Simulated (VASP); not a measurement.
Set up this calculation in VASP 6.6.1, as the native input.

| Property | Result |
| --- | --- |
| Task | single point |
| Functional | PBEsol |
| Potentials or basis | VASP PAW PBE potentials, release 64 (Rb_sv) |
| Cutoff | 520 eV |
| k mesh | 14 × 14 × 14 |
| Occupations | gaussian, width 0.15 eV |
| Spin | no spin polarisation |
| Dipole correction | no |
| Further INCAR settings | ALGO = Fast; EDIFF = 1e-07; NBANDS = 10 |

The structure of Rb lies in POSCAR:

```
Rb
1.0
   -2.6619997576      2.8078627580      2.8078627580
    2.8078627580     -2.6619997576      2.8078627580
    2.8078627580      2.8078627580     -2.6619997576
Rb
1
Direct
    0.0000000000      0.0000000000      0.0000000000
```

This cell differs from its parent crystal: ratio of the length along [111] to the lengths across it x 1.08, volume and fractional coordinates fixed.

The input as run:

INCAR

```
PREC = Accurate
ENCUT = 520
EDIFF = 1E-7
ISMEAR = 0
SIGMA = 0.15
LREAL = False
LASPH = True
NELM = 80
ALGO = Fast
ISIF = 2
LWAVE = False
LCHARG = True
GGA = PS
LELF = True
LVHAR = True
NBANDS = 10
```

KPOINTS

```
Automatic mesh
0
Gamma
  14 14 14
```

Potentials or basis: VASP PAW PBE potentials, release 64 (Rb_sv).

The run is started by

```sh
$ cat potpaw_PBE.64/Rb_sv/POTCAR > POTCAR
$ mpirun -np 1 vasp_std > vasp.out
```

It gave:

| Quantity | Value |
| --- | --- |
| Pressure | -0.1 GPa |
| Band gap on the k mesh | zero (an odd number of electrons rules out a gap without spin polarisation) |

Caveat: the PAW data sets were made with another functional, which shifts forces and pressure a little.

Wall time 3 min on 1 thread of Intel(R) Xeon(R) Platinum 8259CL CPU @ 2.50GHz (Skylake/Cascade Lake), with other jobs on the host, peak memory 0.38 GiB.
